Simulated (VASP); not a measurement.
A run of VASP 6.6.1 is set up as follows.

INCAR

```
SYSTEM = AlN
PREC = Accurate ; ENCUT = 520
EDIFF = 1E-7 ; ISMEAR = 0
SIGMA = 0.05 ; LREAL = .FALSE.
LASPH = .TRUE. ; NELM = 100
ALGO = Normal ; ISIF = 2
LWAVE = .FALSE. ; LCHARG = .FALSE.
GGA = PE ; NBANDS = 16
```

Contents of KPOINTS:

```
Automatic mesh
0
G
  9 9 6
  0 0 0
```

POSCAR

```
AlN
1.0
    3.0332270978      0.0000000000      0.0000000000
   -1.5166135489      2.6268517221      0.0000000000
    0.0000000000      0.0000000000      5.2269000000
Al N
2 2
Direct
    0.3333333333      0.6666666667      0.0000000000
    0.6666666667      0.3333333333      0.5000000000
    0.3333333333      0.6666666667      0.3850000000
    0.6666666667      0.3333333333      0.8850000000
```

Potentials or basis: VASP PAW PBE potentials, release 64 (Al, N).

Run with:

```sh
$ cat potpaw_PBE.64/Al/POTCAR potpaw_PBE.64/N/POTCAR > POTCAR
$ mpirun -np 1 vasp_std > vasp.out
```

Predict the largest force.

0.794 eV/Å.

What does it give for the band gap on the k mesh?

4.19 eV, direct.

What does it give for the pressure?

6.7 GPa.

Forces in eV/Å, atoms in the order of the input:
```
Al   0.000  0.000  0.794
Al   0.000  0.000  0.794
N    0.000  0.000 -0.794
N    0.000  0.000 -0.794
```

Caveat: the cell differs from its parent crystal (strain -0.025 along x and y, +0.050 along z).
